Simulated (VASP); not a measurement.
Wanted: the native input for a VASP 6.6.1 run.

```
Task                   : single point
Functional             : LDA
Potentials or basis    : VASP PAW LDA potentials, release 64 (Al, As)
Cutoff                 : 500 eV
k mesh                 : 6 × 6 × 6
Occupations            : gaussian, width 0.01 eV
Spin                   : no spin polarisation
Dipole correction      : no
Further INCAR settings : ALGO = Normal; EDIFF = 1e-06; NBANDS = 11
```

The structure of AlAs lies in POSCAR:

```
AlAs
1.0
    0.0000000000      2.8584255850      2.8584255850
    2.8584255850      0.0000000000      2.8584255850
    2.8584255850      2.8584255850      0.0000000000
Al As
1 1
Direct
    0.0000000000      0.0000000000      0.0000000000
    0.2500000000      0.2500000000      0.2500000000
```

One way to write it, as run:

INCAR

```
ALGO = Normal ; EDIFF = 1E-6
ENCUT = 500 ; GGA_COMPAT = F
ISIF = 2 ; ISMEAR = 0
LASPH = T ; LCHARG = T
LELF = T ; LREAL = F
LVHAR = T ; LWAVE = F
NBANDS = 11 ; NELM = 120
PREC = Accurate ; SIGMA = 0.01
```

KPOINTS

```
k-points
0
Gamma
  6 6 6
```

Potentials or basis: VASP PAW LDA potentials, release 64 (Al, As).

The run is started by

```console
$ cat potpaw_LDA.64/Al/POTCAR potpaw_LDA.64/As/POTCAR > POTCAR
$ mpirun -np 1 vasp_std > vasp.out
```

It gave:

```json
{"Pressure": "-2.9 GPa", "Band gap on the k mesh": "1.38 eV, indirect (least direct gap 1.65 eV)"}
```

Wall time 6.1 s on 1 thread of Intel(R) Xeon(R) Platinum 8488C (Sapphire Rapids), with other jobs on the host, peak memory 0.14 GiB.
